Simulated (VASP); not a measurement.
A run of VASP 6.6.1 is set up as follows.

Contents of POSCAR:

```
KCl
1.0
    0.0000000000      3.1561000000      3.2823440000
    3.1561000000      0.0000000000      3.2823440000
    3.1561000000      3.1561000000      0.0000000000
K Cl
1 1
Direct
    0.0000000000      0.0000000000      0.0000000000
    0.5000000000      0.5000000000      0.5000000000
```

Contents of INCAR.step1:

```
PREC = Accurate
ENCUT = 550
ISMEAR = 0
SIGMA = 0.05
LREAL = False
LASPH = True
NELM = 120
NBANDS = 15
GGA = PE
ALGO = Normal
EDIFF = 1E-5
LWAVE = True
LCHARG = False
GGA_COMPAT = False
```

The input INCAR.step2:

```
PREC = Accurate
ENCUT = 550
EDIFF = 1E-6
ISMEAR = 0
SIGMA = 0.05
LREAL = False
LASPH = True
NELM = 120
ALGO = Normal
ISIF = 2
LWAVE = False
LCHARG = False
METAGGA = R2SCAN
LMIXTAU = True
NBANDS = 15
ISTART = 1
GGA_COMPAT = False
```

The input KPOINTS:

```
Automatic mesh
0
Gamma
  6 6 6
```

Potentials or basis: VASP PAW PBE potentials, release 64 (K_sv, Cl).

Run with:

```bash
$ cat potpaw_PBE.64/K_sv/POTCAR potpaw_PBE.64/Cl/POTCAR > POTCAR
$ cp INCAR.step1 INCAR
$ mpirun -np 1 vasp_std > vasp.out
$ cp INCAR.step2 INCAR
$ mpirun -np 1 vasp_std > vasp.out
```

Problem. Estimate the band gap on the k mesh.

Solution. 5.65 eV.

Problem. Estimate the pressure.

Solution. -0.8 GPa.

Stress tensor (GPa, compression positive):
```
-0.39  0.00  0.00
 0.00 -0.39  0.00
 0.00  0.00 -1.51
```

Caveat: the cell differs from its parent crystal (strain +0.000 along x and y, +0.040 along z); the PAW data sets were made with another functional, which shifts forces and pressure a little.
